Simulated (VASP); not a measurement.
Input of a VASP 6.6.1 run:

Contents of INCAR:

```
ALGO = Normal ; EDIFF = 1E-6
ENCUT = 520 ; GGA = PE
ISIF = 2 ; ISMEAR = 0
LASPH = T ; LCHARG = F
LREAL = F ; LWAVE = F
NBANDS = 25 ; NELM = 100
PREC = Accurate ; SIGMA = 0.1
```

KPOINTS

```
k-points
0
Gamma
  4 4 4
```

Contents of POSCAR:

```
ScB2Sb3
1.0
   -2.5497362300      3.5578965700      4.1766581500
    2.5497362300     -3.5578965700      4.1766581500
    2.5497362300      3.5578965700     -4.1766581500
Sc B Sb
1 2 3
Direct
    0.0000000000      0.5000000000      0.5000000000
    0.3356680400      0.3356680400      0.0000000000
    0.6643319600      0.6643319600      0.0000000000
    0.8414172300      0.8414172300      0.0000000000
    0.1585827700      0.1585827700      0.0000000000
    0.5000000000      0.5000000000      0.0000000000
```

Potentials or basis: VASP PAW PBE potentials, release 64 (Sc_sv, B, Sb).

Launch:

```bash
$ cat potpaw_PBE.64/Sc_sv/POTCAR potpaw_PBE.64/B/POTCAR potpaw_PBE.64/Sb/POTCAR > POTCAR
$ mpirun -np 1 vasp_std > vasp.out
```

(1) Estimate the band gap on the k mesh.

(2) Estimate the pressure.

(3) Predict the largest force.

## Answers

(1) zero (bands 16 and 17 overlap by 0.80 eV).

(2) 96.4 GPa.

(3) 34.260 eV/Å.

Caveat: the k points lie up to 0.36 Å⁻¹ apart, too coarse for converged energies and pressures of a metal; atoms lie so close that the PAW spheres overlap strongly, which falsifies energies and pressures; spin-orbit coupling is left out, which moves the levels of the heavy elements; forces of over 1 eV/Å act on the atoms, so gaps and moduli don't describe the material at rest.
